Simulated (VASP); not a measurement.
# C (C2/m) in VASP: further runs, part 2 of 2

VASP 6.6.1. Earlier steps stand in the parts before.

## (3) Single point, PBE0

File POSCAR:

```
C
1.0
    2.1273203072     -1.2282824400      0.0000000000
    2.1273203072      1.2282824400      0.0000000000
   -1.3790696309      0.0000000000      3.5028300786
C
2
Direct
    0.1666444700      0.1666444700      0.9999069600
    0.8333555300      0.8333555300      0.0000930400
```

File INCAR.step1:

```
SYSTEM = C
ALGO = Normal
EDIFF = 1E-5
ENCUT = 520
GGA = PE
ISIF = 2
ISMEAR = -1
LASPH = .True.
LCHARG = .False.
LREAL = .False.
LWAVE = .True.
NBANDS = 11
NELM = 80
PREC = Accurate
SIGMA = 0.05
```

File INCAR.step2:

```
SYSTEM = C
AEXX = 0.25
ALGO = Normal
EDIFF = 1E-6
ENCUT = 520
GGA = PE
ISIF = 2
ISMEAR = -1
ISTART = 1
LASPH = .True.
LCHARG = .False.
LHFCALC = .True.
LREAL = .False.
LWAVE = .False.
NBANDS = 11
NELM = 80
PREC = Accurate
PRECFOCK = Normal
SIGMA = 0.05
```

File KPOINTS:

```
k-points
0
Gamma
  8 8 4
  0 0 0
```

Potentials or basis: VASP PAW PBE potentials, release 64 (C).

The run is started by

```sh
$ cat potpaw_PBE.64/C/POTCAR > POTCAR
$ cp INCAR.step1 INCAR
$ mpirun -np 1 vasp_std > vasp.out
$ cp INCAR.step2 INCAR
$ mpirun -np 1 vasp_std > vasp.out
```

OUTCAR:

```text
SYSTEM = C
   AEXX = 0.25
   EDIFF = 1E-6
   ENCUT = 520
   GGA = PE
   ISIF = 2
   ISMEAR = -1
   ISTART = 1
   LASPH = .True.
   LHFCALC = .True.
   LREAL = .False.
   NELM = 80
   PREC = Accurate
   PRECFOCK = Normal

 ion  position               nearest neighbor table
   1  0.167  0.167  1.000-   2 1.42   2 1.42   2 1.42
   2  0.833  0.833  0.000-   1 1.42   1 1.42   1 1.42

  LATTYP: Found a base centered monoclinic cell.
 ALAT       =     4.2546406144
[... 524 lines left out ...]
      3      -3.4562      2.00000
      4      -2.2520      2.00000
      5      13.3925      0.00000
      6      13.6807      0.00000
      7      14.7061      0.00000
      8      19.5499      0.00000
      9      20.9955      0.00000
     10      25.0011      0.00000
     11      28.3701      0.00000

 [... further k-points ...]
[... 5 lines left out ...]
  --------------------------------------------------------------------------------------
  -------------------------------------------------------------------------------------
  Total       -0.3301750     -0.3370745      0.1555672      0.0000000      0.0000000     -0.0069229
  in kB      -28.8984488    -29.5023321     13.6159608      0.0000000      0.0000000     -0.6059223
  external PRESSURE =     -14.9282734 kB  Pullay stress =       0.0000000 kB

 VOLUME and BASIS-vectors are now :
 -----------------------------------------------------------------------------
  energy-cutoff  :      520.00
  volume of cell :       18.31
      direct lattice vectors                 reciprocal lattice vectors
     2.127320307 -1.228282440  0.000000000     0.235037478 -0.407072497  0.092534619
     2.127320307  1.228282440  0.000000000     0.235037478  0.407072497  0.092534619
    -1.379069631  0.000000000  3.502830079     0.000000000  0.000000000  0.285483446

 POSITION                                       TOTAL-FORCE (eV/Angst)
 -----------------------------------------------------------------------------------
     -0.66993      0.00000      3.50250        -0.004575      0.000000      0.007211
      3.54550      0.00000      0.00033         0.004575      0.000000     -0.007211
 -----------------------------------------------------------------------------------
    total drift:                               -0.000000      0.000000     -0.000000

  FREE ENERGIE OF THE ION-ELECTRON SYSTEM (eV)
  ---------------------------------------------------
  free  energy   TOTEN  =       -22.2354633739 eV

  energy  without entropy=      -22.2354633739  energy(sigma->0) =      -22.23546337
```

OUTCAR.step1:

```text
SYSTEM = C
   EDIFF = 1E-5
   ENCUT = 520
   GGA = PE
   ISIF = 2
   ISMEAR = -1
[... 559 lines left out ...]
 -----------------------------------------------------------------------------------
     -0.66993      0.00000      3.50250        -0.003770      0.000000      0.003452
      3.54550      0.00000      0.00033         0.003770      0.000000     -0.003452
 -----------------------------------------------------------------------------------
    total drift:                               -0.000000     -0.000000      0.000000

  FREE ENERGIE OF THE ION-ELECTRON SYSTEM (eV)
  ---------------------------------------------------
  free  energy   TOTEN  =       -18.4337378390 eV

  energy  without entropy=      -18.4337378357  energy(sigma->0) =      -18.43373784
```

OSZICAR.step1:

```text
N       E                     dE             d eps       ncg     rms          rms(c)
DAV:   1     0.137955210970E+01    0.13796E+01   -0.41452E+03  1732   0.646E+02
DAV:   2    -0.191604852162E+02   -0.20540E+02   -0.19387E+02  2291   0.121E+02
DAV:   3    -0.196706143096E+02   -0.51013E+00   -0.50814E+00  2198   0.151E+01
DAV:   4    -0.196725701638E+02   -0.19559E-02   -0.19557E-02  1986   0.114E+00
DAV:   5    -0.196725777251E+02   -0.75613E-05   -0.75612E-05  2229   0.668E-02    0.640E+00
DAV:   6    -0.187313986571E+02    0.94118E+00   -0.78809E-01  1974   0.516E+00    0.373E+00
DAV:   7    -0.184297132598E+02    0.30169E+00   -0.91053E-01  2040   0.557E+00    0.106E+00
DAV:   8    -0.184339267905E+02   -0.42135E-02   -0.22485E-02  1922   0.947E-01    0.132E-01
DAV:   9    -0.184336522232E+02    0.27457E-03   -0.64523E-04  2058   0.160E-01    0.622E-02
DAV:  10    -0.184337379258E+02   -0.85703E-04   -0.19347E-04  1923   0.950E-02    0.311E-02
DAV:  11    -0.184337378390E+02    0.86857E-07   -0.91000E-06  2086   0.175E-02
   1 F= -.18433738E+02 E0= -.18433738E+02  d E =-.327700E-08
```

Wall time 15 min (1 thread of Intel Xeon Platinum 8559C (Emerald Rapids), shared host); peak memory 0.14 GiB.

Results:

```yaml
Free_energy: -22.2355 eV
Pressure: -1.5 GPa
Largest_force: 0.009 eV/Å
Band_gap_on_the_k_mesh: 2.69 eV, direct
```

Forces on the atoms (eV/Å):
```
C   -0.005  0.000  0.007
C    0.005  0.000 -0.007
```

Stress tensor (GPa, compression positive):
```
-2.89  0.00 -0.06
 0.00 -2.95  0.00
-0.06  0.00  1.36
```

Caveat: the k points lie up to 0.45 Å⁻¹ apart; the PAW data sets were made with another functional, which shifts forces and pressure a little; this functional lacks dispersion, which binds the layers, so the pressure and a relaxed spacing across them are unreliable.

## (4) Single point, PBE0

This run uses another cell than the first one, of 9.34 Å³/atom, 1.020 times its volume.

File POSCAR:

```
C
1.0
    2.1414089317     -1.2364169979      0.0000000000
    2.1414089317      1.2364169979      0.0000000000
   -1.3882028085      0.0000000000      3.5260283048
C
2
Direct
    0.1666444700      0.1666444700      0.9999069600
    0.8333555300      0.8333555300      0.0000930400
```

File INCAR.step1:

```
SYSTEM = C
  PREC = Accurate
  ENCUT = 520
  EDIFF = 1E-5
  ISMEAR = -1
  SIGMA = 0.05
  LREAL = .FALSE.
  LASPH = .TRUE.
  NELM = 80
  ALGO = Normal
  ISIF = 2
  LWAVE = .TRUE.
  LCHARG = .FALSE.
  NBANDS = 11
  GGA = PE
```

File INCAR.step2:

```
SYSTEM = C
  PREC = Accurate
  ENCUT = 520
  EDIFF = 1E-6
  ISMEAR = -1
  SIGMA = 0.05
  LREAL = .FALSE.
  LASPH = .TRUE.
  NELM = 80
  ALGO = Normal
  ISIF = 2
  LWAVE = .FALSE.
  LCHARG = .FALSE.
  GGA = PE
  LHFCALC = .TRUE.
  AEXX = 0.25
  PRECFOCK = Normal
  NBANDS = 11
  ISTART = 1
```

File KPOINTS:

```
regular mesh
0
G
  8 8 4
  0 0 0
```

The run is started by

```sh
$ cat potpaw_PBE.64/C/POTCAR > POTCAR
$ cp INCAR.step1 INCAR
$ mpirun -np 1 vasp_std > vasp.out
$ cp INCAR.step2 INCAR
$ mpirun -np 1 vasp_std > vasp.out
```

Wall time 25 min (1 thread of Intel Xeon Platinum 8259CL at 2.50GHz (Skylake/Cascade Lake), shared host); peak memory 0.14 GiB.

The run converged. Its results:

- Free energy: -22.2262 eV
- Pressure: -6.8 GPa
- Largest force: 0.009 eV/Å
- Band gap on the k mesh: 2.67 eV, direct

Forces in eV/Å, atoms in the order of the input:
```
C   -0.004  0.000  0.007
C    0.004  0.000 -0.007
```

Stress tensor (GPa, compression positive):
```
-10.77   0.00  -0.06
  0.00 -10.83   0.00
 -0.06   0.00   1.23
```

Levels at points of the mesh, in eV from the valence-band top:
| k point | band 1 | band 2 | band 3 | band 4 | band 5 | band 6 | band 7 | band 8 |
| --- | --- | --- | --- | --- | --- | --- | --- | --- |
| (0.00, 0.00, 0.00) | -21.22 | -7.04 | -3.10 | -3.10 | 5.91 | 10.88 | 10.88 | 14.58 |
| (0.50, 0.00, 0.00) | -15.51 | -14.21 | -6.73 | -1.64 | 4.04 | 9.91 | 13.87 | 14.34 |
| (0.50, 0.50, 0.00) | -15.43 | -14.15 | -6.77 | -2.24 | 3.41 | 9.61 | 15.30 | 16.66 |
| (0.00, 0.00, 0.50) | -21.00 | -8.72 | -3.11 | -3.11 | 10.84 | 10.85 | 11.80 | 14.74 |
| (0.50, 0.00, 0.50) | -15.43 | -14.15 | -6.77 | -2.28 | 3.35 | 9.61 | 15.40 | 16.89 |
| (0.50, 0.50, 0.50) | -15.50 | -14.20 | -6.73 | -1.69 | 3.98 | 9.91 | 13.97 | 14.49 |

Caveat: the k points lie up to 0.45 Å⁻¹ apart; the PAW data sets were made with another functional, which shifts forces and pressure a little; this functional lacks dispersion, which binds the layers, so the pressure and a relaxed spacing across them are unreliable.

## (5) Summary

```tsv
level	cell	screening parameter	gap on the mesh (eV)	pressure (GPa)	largest force (eV/Å)
HSE06	a = 2.456, b = 2.456, c = 3.765 Å, angles 108.5, 108.5, 60.0°, 2 atoms	0.2079 1/Å	2.07	-1.3	0.01
PBE0	a = 2.456, b = 2.456, c = 3.765 Å, angles 108.5, 108.5, 60.0°, 2 atoms	-	2.69	-1.5	0.01
PBE0	a = 2.473, b = 2.473, c = 3.789 Å, angles 108.5, 108.5, 60.0°, 2 atoms	-	2.67	-6.8	0.01
```

Alike in all rows: task single point; potentials or basis VASP PAW PBE potentials, release 64 (C); no spin polarisation; k mesh 8 × 8 × 4; cutoff (eV) 520; smearing fermi-dirac 0.05 eV.

Caveats: all runs use coarse meshes; the PAW data sets were made with another functional, which shifts forces and pressure a little; this functional lacks dispersion, which binds the layers, so the pressure and a relaxed spacing across them are unreliable.

Total energies depend on the potentials used, so only differences within one code and one set of settings carry meaning.
